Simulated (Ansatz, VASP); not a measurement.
## Two plane-wave programs on Bi2Mo

```
Bi Mo
1.0
     5.37423    0.00000    0.00000
    -2.68712    4.65422    0.00000
     0.00000    0.00000    3.05490
Bi Mo
2 1
Cartesian
  0.0000 3.1028 1.5275
  2.6871 1.5514 1.5275
  0.0000 0.0000 0.0000
```

Alike in both runs: functional PBE; k mesh 12 × 12 × 16; occupations gaussian, width 0.1 eV; no spin polarisation.

Ansatz relaxed the structure, and its values are those at the end. VASP's run is a single point on that final structure, the one shown.

|  | VASP | Ansatz |
| --- | --- | --- |
| version | VASP 6.6.1 | Ansatz 0.2.0 |
| potentials or method | VASP PAW PBE potentials, release 64 (Bi_d, Mo_sv), cutoff 520 eV | scalar-relativistic, plane waves, PAW |
| valence electrons in the cell | 44 | 44 |

```csv
,VASP,Ansatz,Ansatz less VASP
gap on the k mesh at the Fermi level (eV),none,none,-
pressure (GPa),0.0,0.0,-0.02
```

A gap of «none» marks a metal or a gap that the smearing closes.

Spin-orbit coupling is off throughout.
